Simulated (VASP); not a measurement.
A run of VASP 6.6.1 is set up as follows.

The input INCAR:

```
SYSTEM = Ta2Se
ALGO = Normal
EDIFF = 1E-6
ENCUT = 520
ISIF = 2
ISMEAR = 0
LASPH = .TRUE.
LCHARG = .TRUE.
LELF = .TRUE.
LREAL = .FALSE.
LVHAR = .TRUE.
LWAVE = .FALSE.
NBANDS = 37
NELM = 100
PREC = Accurate
SIGMA = 0.1
```

The input KPOINTS:

```
k-points
0
G
  10 10 4
  0 0 0
```

The input POSCAR:

```
Ta2Se
1.0
    3.3359530690      0.0000000000      0.0000000000
    0.0000000000      3.3359530690      0.0000000000
    0.0000000000      0.0000000000      9.6777642287
Ta Se
4 2
Direct
    0.5000000000      0.0000000000      0.7559215795
    0.0000000000      0.5000000000      0.2440784205
    0.5000000000      0.0000000000      0.0765824526
    0.0000000000      0.5000000000      0.9234175474
    0.5000000000      0.0000000000      0.3666005696
    0.0000000000      0.5000000000      0.6333994304
```

Potentials or basis: VASP PAW LDA potentials, release 64 (Ta_pv, Se).

Launch:

```console
$ cat potpaw_LDA.64/Ta_pv/POTCAR potpaw_LDA.64/Se/POTCAR > POTCAR
$ mpirun -np 1 vasp_std > vasp.out
```

(1) Estimate the largest force.

(2) Predict the band gap on the k mesh.

(3) Estimate the pressure.

## Answers

(1) 0.059 eV/Å.

(2) zero (band 28 reaches 6.95 eV, above the bottom of band 29 at 6.58 eV).

(3) 0.8 GPa.

Caveat: spin-orbit coupling is left out, which moves the levels of the heavy elements.
